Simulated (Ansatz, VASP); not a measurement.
**Ag: VASP beside Ansatz**

File INCAR:

```
SYSTEM = Ag
PREC = Accurate
ENCUT = 520
EDIFF = 1E-7
ISMEAR = -1
SIGMA = 0.03
LREAL = .FALSE.
LASPH = .TRUE.
NELM = 100
ALGO = Normal
ISIF = 2
LWAVE = .FALSE.
LCHARG = .FALSE.
GGA = PS
NBANDS = 12
```

Contents of KPOINTS:

```
Automatic mesh
0
G
  15 15 15
  0 0 0
```

The input POSCAR:

```
Ag
1.0
    0.0000000000      2.0699859780      2.0699859780
    2.0699859780      0.0000000000      2.0699859780
    2.0699859780      2.0699859780      0.0000000000
Ag
1
Direct
    0.0000000000      0.0000000000      0.0000000000
```

Input for Ansatz:

```yaml
crystal:
  lattice:
    - [0.0, 2.069985978, 2.069985978]
    - [2.069985978, 0.0, 2.069985978]
    - [2.069985978, 2.069985978, 0.0]
  atoms:
    - { symbol: Ag, position: [0.0, 0.0, 0.0] }
kpoints:
  mp_grid: { grid: [15, 15, 15] }
  band_path:
    path:
      - [0.0, 0.0, 0.0]
      - [0.5, 0.0, 0.5]
      - [0.625, 0.25, 0.625]
      - [0.375, 0.375, 0.75]
      - [0.0, 0.0, 0.0]
      - [0.5, 0.5, 0.5]
      - [0.5, 0.25, 0.75]
      - [0.5, 0.0, 0.5]
    npoints: 5
scf:
  occupations: { method: fermi_dirac, width: 0.03 }
hamiltonian:
  xc: pbesol
  pseudopotentials: { kind: all_electron, lapw: { basis_error: 0.0005 } }
output:
  forces: true
  stress: true
  eigenvalues: true
```

Change from the starting cell: volume scaled by 1.04.

Alike in both runs: task single point; functional PBEsol; k mesh 15 × 15 × 15; occupations fermi-dirac, width 0.03 eV; no spin polarisation.

```csv
,VASP,Ansatz
version,VASP 6.6.1,Ansatz 0.2.0
potentials or method,"VASP PAW PBE potentials, release 64 (Ag), cutoff 520 eV","all-electron LAPW, scalar-relativistic"
```

Ansatz gave:

* pressure (GPa): -6.4

Problem. Which values does VASP return?

Solution. Pressure (GPa): -6.5.

VASP's potentials were made for PBE, not for PBEsol. Ansatz ran all-electron here, and VASP with PAW potentials.
